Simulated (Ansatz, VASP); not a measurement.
## GaBiSe4 in VASP and in Ansatz

```xyz
6
Lattice="5.9877 0.0000 0.0000 0.0000 5.9877 0.0000 0.0000 0.0000 6.9770" Properties=species:S:1:pos:R:3 pbc="T T T"
Ga    2.9939    2.9939    0.5759
Bi    2.9939    2.9939    4.0378
Se    1.4171    1.4171    2.3663
Se    4.5707    4.5707    2.3663
Se    4.5707    1.4171    2.3663
Se    1.4171    4.5707    2.3663
```

Alike in both runs: functional PBE; k mesh 2 × 2 × 3; occupations gaussian, width 0.15 eV; no spin polarisation.

Ansatz relaxed the structure, and its values are those at the end. VASP's run is a single point on that final structure, the one shown.

```csv
,VASP,Ansatz
version,VASP 6.6.1,Ansatz 0.2.0
potentials or method,"VASP PAW PBE potentials, release 64 (Ga_d, Bi_d, Se), cutoff 520 eV","scalar-relativistic, plane waves, PAW"
valence electrons in the cell,52,92
```

|  | VASP | Ansatz | Ansatz less VASP |
| --- | --- | --- | --- |
| gap on the k mesh at the Fermi level (eV) | none | none | - |
| pressure (GPa) | 0.0 | 0.0 | -0.02 |
| rms of the force components (eV/Å) | 0.011 | 0.014 | +0.0026 |

A gap of «none» marks a metal or a gap that the smearing closes. VASP's potentials hold 52 valence electrons a cell and Ansatz's 92, so a difference there can come from the potentials and not from the codes.

The k mesh is coarse, so the values compare programs but aren't converged. Spin-orbit coupling is off throughout.
